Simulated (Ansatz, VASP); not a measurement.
Two plane-wave programs on CdS

```xyz
2
Lattice="4.1742 0.0000 0.0000 -2.0871 3.6149 0.0000 0.0000 0.0000 5.6857" Properties=species:S:1:pos:R:3 pbc="T T T"
Cd    0.0000    0.0000    2.5170
S     2.0871    1.2050    2.4693
```

Alike in both runs: task single point; functional r2SCAN; k mesh 6 × 6 × 4; no spin polarisation.

|  | VASP | Ansatz |
| --- | --- | --- |
| version | VASP 6.6.1 | Ansatz 0.2.0 |
| potentials or method | VASP PAW PBE potentials, release 64 (Cd, S), cutoff 520 eV | plane waves, PAW |
| occupations | gaussian, width 0.01 eV | fixed |
| valence electrons in the cell | 18 | 26 |

VASP gave:

```
pressure (GPa)                                                : 1.3
traceless stress, the component that is largest in VASP (GPa) : -1.43
```

Task: Which values does Ansatz return?

Result: Pressure (GPa): 1.1; traceless stress, the component that is largest in VASP (GPa): -1.21.

VASP's potentials were made for PBE, not for r2SCAN. VASP's potentials hold 18 valence electrons a cell and Ansatz's 26, so a difference there can come from the potentials and not from the codes.
